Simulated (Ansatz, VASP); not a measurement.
Se in VASP and in Ansatz

The input INCAR:

```
SYSTEM = Se
PREC = Accurate
ENCUT = 520
EDIFF = 1E-6
ISMEAR = -1
SIGMA = 0.03
LREAL = .False.
LASPH = .True.
NELM = 100
ALGO = Normal
ISIF = 2
LWAVE = .False.
LCHARG = .False.
GGA = PE
NBANDS = 16
```

The input KPOINTS:

```
regular mesh
0
Gamma
  6 6 5
  0 0 0
```

File POSCAR:

```
Se
1.0
    4.3661999489     -0.0218309997     -0.0218309997
   -2.2020061749      3.7921555737     -0.0079907005
   -0.0247680000     -0.0247680000      4.9536000000
Se
3
Direct
    0.2254000000      0.0000000000      0.3333333333
    0.0000000000      0.2254000000      0.6666666667
    0.7746000000      0.7746000000      0.0000000000
```

Input for Ansatz:

```yaml
crystal:
  lattice:
    - [4.3661999489, -0.0218309997, -0.0218309997]
    - [-2.2020061749, 3.7921555737, -0.0079907005]
    - [-0.024768, -0.024768, 4.9536]
  atoms:
    - { symbol: Se, position: [0.2254, 0.0, 0.3333333333] }
    - { symbol: Se, position: [0.0, 0.2254, 0.6666666667] }
    - { symbol: Se, position: [0.7746, 0.7746, 0.0] }
kpoints:
  mp_grid: { grid: [6, 6, 5] }
  band_path:
    path:
      - [0.0, 0.0, 0.0]
      - [0.0, 0.0, 0.5]
      - [-0.5, 0.5, 0.0]
      - [0.0, 0.0, 0.0]
      - [0.0, -0.5, 0.0]
      - [-0.5, 0.0, 0.5]
      - [0.0, 0.0, 0.0]
      - [-0.5, 0.0, 0.0]
      - [0.0, -0.5, 0.5]
    npoints: 5
scf:
  occupations: { method: fermi_dirac, width: 0.03 }
hamiltonian:
  xc: pbe
  pseudopotentials: { kind: all_electron, lapw: { basis_error: 0.001 } }
output:
  forces: true
  stress: true
  eigenvalues: true
```

Change from the starting cell: equal xy, yz and zx shear strains of -1 %.

Alike in both runs: task single point; functional PBE; k mesh 6 × 6 × 5; occupations fermi-dirac, width 0.03 eV; no spin polarisation.

```csv
,VASP,Ansatz
version,VASP 6.6.1,Ansatz 0.2.0
potentials or method,"VASP PAW PBE potentials, release 64 (Se), cutoff 520 eV","all-electron LAPW, scalar-relativistic"
```

|  | VASP | Ansatz | Ansatz less VASP |
| --- | --- | --- | --- |
| gap on the k mesh at the Fermi level (eV) | 1.26 | 1.26 | +0.007 |
| pressure (GPa) | 2.9 | 2.8 | -0.14 |
| traceless stress, the component that is largest in VASP (GPa) | 1.22 | 1.17 | -0.054 |
| rms of the force components (eV/Å) | 0.273 | 0.252 | -0.0212 |

Atom by atom the forces differ by 0.022 eV/Å (rms over components). Ansatz ran all-electron here, and VASP with PAW potentials.
